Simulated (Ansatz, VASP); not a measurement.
**One calculation of BeTe, two programs**

The input INCAR:

```
PREC = Accurate ; ENCUT = 600
EDIFF = 1E-6 ; ISMEAR = 0
SIGMA = 0.02 ; LREAL = F
LASPH = T ; NELM = 120
ALGO = Normal ; ISIF = 2
LWAVE = F ; LCHARG = F
GGA = PS ; NBANDS = 11
GGA_COMPAT = F
```

KPOINTS

```
Automatic mesh
0
Gamma
  8 8 8
```

Contents of POSCAR:

```
BeTe
1.0
    0.0000000000      2.8024895328      2.8024895328
    2.8024895328      0.0000000000      2.8024895328
    2.8024895328      2.8024895328      0.0000000000
Be Te
1 1
Direct
    0.0000000000      0.0000000000      0.0000000000
    0.2500000000      0.2500000000      0.2500000000
```

Input for Ansatz:

```yaml
crystal:
  lattice:
    - [0.0, 2.8024895328, 2.8024895328]
    - [2.8024895328, 0.0, 2.8024895328]
    - [2.8024895328, 2.8024895328, 0.0]
  atoms:
    - { symbol: Be, position: [0.0, 0.0, 0.0] }
    - { symbol: Te, position: [0.25, 0.25, 0.25] }
basis:
  ecutwfc: 420
kpoints:
  mp_grid: { grid: [8, 8, 8] }
  band_path:
    path:
      - [[0.0, 0.0, 0.0], [-0.5, -0.5, 0.0], [-0.375, -0.375, 0.25]]
      - [[-0.375, 0.0, 0.375], [0.0, 0.0, 0.0], [0.0, 0.0, 0.5], [-0.5, -0.25, 0.25], [-0.5, -0.5, 0.0]]
    npoints: 10
hamiltonian:
  xc: pbesol
  pseudopotentials: { kind: paw, azcp: { folder: soft_1 } }
scf:
  occupations: { method: gaussian, width: 0.02 }
  n_extra_bands: 7
output:
  forces: true
  stress: true
  eigenvalues: true
```

Alike in both runs: task single point; functional PBEsol; k mesh 8 × 8 × 8; occupations gaussian, width 0.02 eV; no spin polarisation.

|  | VASP | Ansatz |
| --- | --- | --- |
| version | VASP 6.6.1 | Ansatz 0.2.0 |
| potentials or method | VASP PAW PBE potentials, release 64 (Be, Te), cutoff 600 eV | scalar-relativistic, plane waves, PAW |
| valence electrons in the cell | 8 | 18 |

VASP gave:

- gap on the k mesh at the Fermi level (eV): 1.82
- least direct gap on the mesh (eV): 3.59
- pressure (GPa): 0.3

Q: Which values does Ansatz return?

A: gap on the k mesh at the Fermi level (eV): 1.84; least direct gap on the mesh (eV): 3.61; pressure (GPa): 0.0.

VASP's potentials were made for PBE, not for PBEsol, and Ansatz warns of the same on its side. VASP's potentials hold 8 valence electrons a cell and Ansatz's 18, so a difference there can come from the potentials and not from the codes.

Spin-orbit coupling is off throughout.
